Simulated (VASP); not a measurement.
Set up this calculation in VASP 6.6.1, as the native input.

```
Task                   : relaxation of cell and atoms
Functional             : PBEsol
Potentials or basis    : VASP PAW PBE potentials, release 64 (Zn)
Cutoff                 : 600 eV
k mesh                 : 18 × 18 × 8
Occupations            : fermi-dirac, width 0.15 eV
Spin                   : no spin polarisation
Dipole correction      : no
Further INCAR settings : ALGO = Normal; EDIFF = 1e-06; IBRION = 2; EDIFFG = -0.001; NSW = 80; ISIF = 3
```

The structure of Zn lies in POSCAR:

```
Zn
1.0
    2.5923832030      0.0000000000      0.0000000000
   -1.2961916015      2.2450697101      0.0000000000
    0.0000000000      0.0000000000      4.8981754599
Zn
2
Direct
    0.3333333333      0.6666666667      0.2500000000
    0.6666666667      0.3333333333      0.7500000000
```

These files were run (other wordings do the same):

INCAR

```
SYSTEM = Zn
  PREC = Accurate
  ENCUT = 600
  EDIFF = 1E-6
  ISMEAR = -1
  SIGMA = 0.15
  LREAL = .False.
  LASPH = .True.
  NELM = 60
  ALGO = Normal
  ISIF = 3
  LWAVE = .False.
  LCHARG = .False.
  GGA = PS
  IBRION = 2
  NSW = 80
  EDIFFG = -0.001
```

KPOINTS

```
regular mesh
0
Gamma
  18 18 8
  0 0 0
```

Potentials or basis: VASP PAW PBE potentials, release 64 (Zn).

Command:

```console
$ cat potpaw_PBE.64/Zn/POTCAR > POTCAR
$ mpirun -np 1 vasp_std > vasp.out
```

Results of the run:

The relaxed volume is 14.26 Å³/atom and the relaxed cell is a = 2.608 Å, b = 2.608 Å, c = 4.842 Å, α = 90.00°, β = 90.00°, γ = 120.00°. The space group after relaxing (to 0.05 Å) is P6_3/mmc (No. 194), the energy gained by relaxing is 0.5 meV/atom and the ionic steps are 19. The pressure after relaxing is 0.0 GPa and the band gap on the k mesh is zero (band 12 reaches 5.07 eV, above the bottom of band 13 at 0.42 eV).

Caveat: the PAW data sets were made with another functional, which shifts forces and pressure a little.

Run time: 6.3 min on 1 thread of AMD EPYC 9R45 96-Core Processor (Zen 5), with other jobs on the host, peak memory 0.2 GiB.
